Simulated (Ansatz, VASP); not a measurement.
## Two plane-wave programs on B3C

```
B C
1.0
     2.66818    0.00000    0.00000
     0.00000    2.66818    0.00000
     0.00000    0.00000    4.25157
B C
3 1
Direct
  0.50000 0.50000 0.50000
  0.50000 0.00000 0.80838
  0.00000 0.50000 0.19162
  0.00000 0.00000 0.00000
```

Alike in both runs: functional PBE; k mesh 7 × 7 × 5; occupations gaussian, width 0.2 eV; no spin polarisation.

Ansatz relaxed the structure, and its values are those at the end. VASP's run is a single point on that final structure, the one shown.

```csv
,VASP,Ansatz
version,VASP 6.6.1,Ansatz 0.2.0
potentials or method,"VASP PAW PBE potentials, release 64 (B, C), cutoff 600 eV","scalar-relativistic, plane waves, PAW"
valence electrons in the cell,13,13
```

|  | VASP | Ansatz | Ansatz less VASP |
| --- | --- | --- | --- |
| gap on the k mesh at the Fermi level (eV) | none | none | - |
| pressure (GPa) | -0.2 | -0.2 | -0.02 |
| rms of the force components (eV/Å) | 0.010 | 0.004 | -0.0056 |

A gap of «none» marks a metal or a gap that the smearing closes.
